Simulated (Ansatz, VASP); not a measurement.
## One calculation of Pd, two programs

File INCAR:

```
ALGO = Normal ; EDIFF = 1E-7
ENCUT = 520 ; GGA = PE
ISIF = 2 ; ISMEAR = -1
ISPIN = 2 ; LASPH = T
LCHARG = T ; LELF = T
LMAXMIX = 4 ; LORBIT = 11
LREAL = F ; LVHAR = T
LWAVE = F ; MAGMOM = 0.35 0.35 0.354 0.354
NBANDS = 32 ; NELM = 150
PREC = Accurate ; SIGMA = 0.05
```

Contents of KPOINTS:

```
k-points
0
Gamma
  15 15 4
```

File POSCAR:

```
Pd
1.0
    2.7412789087      0.0000000000      0.0000000000
   -1.3706394543      2.3740171738      0.0000000000
    0.0000000000      0.0000000000      9.0660447159
Pd
4
Direct
    0.0000000000      1.0000000000      0.0000000000
    1.0000000000      1.0000000000      0.5000000000
    0.3333333333      0.6666666667      0.2500000000
    0.6666666667      0.3333333333      0.7500000000
```

Input for Ansatz:

```yaml
crystal:
  lattice:
    - [2.7412789087, 0.0, 0.0]
    - [-1.3706394543, 2.3740171738, 0.0]
    - [0.0, 0.0, 9.0660447159]
  atoms:
    - { symbol: Pd, position: [0.0, 1.0, 0.0], spin: 0.35 }
    - { symbol: Pd, position: [1.0, 1.0, 0.5], spin: 0.35 }
    - { symbol: Pd, position: [0.3333333333, 0.6666666667, 0.25], spin: 0.354 }
    - { symbol: Pd, position: [0.6666666667, 0.3333333333, 0.75], spin: 0.354 }
hamiltonian:
  xc: pbe
  pseudopotentials:
    kind: paw
    azcp:
      Pd: "pseudopotentials/Pd.paw.azcp"
basis:
  ecutwfc: 420
  fft_grid_basis: typed
kpoints:
  mp_grid: { grid: [15, 15, 4], shift: [0, 0, 0] }
magnetization:
  spin_polarized: true
scf:
  occupations: { method: fermi_dirac, width: 0.05 }
  lower_state_search: "off"
output:
  stress: true
```

Alike in both runs: task single point; functional PBE; k mesh 15 × 15 × 4; occupations fermi-dirac, width 0.05 eV; collinear spin.

|  | VASP | Ansatz |
| --- | --- | --- |
| version | VASP 6.6.1 | Ansatz 0.2.0 |
| potentials or method | VASP PAW PBE potentials, release 64 (Pd), cutoff 520 eV | plane waves (420 eV) with PAW, scalar-relativistic |
| valence electrons in the cell | 40 | 72 |

```csv
,VASP,Ansatz,Ansatz less VASP
pressure (GPa),7.2,7.5,+0.35
"traceless stress, the component that is largest in VASP (GPa)",-0.34,-0.32,+0.021
net moment per atom (μB),0.00,0.00,0.000
```

VASP's potentials hold 40 valence electrons a cell and Ansatz's 72, so a difference there can come from the potentials and not from the codes. Ansatz's warnings: seeded moment not kept.
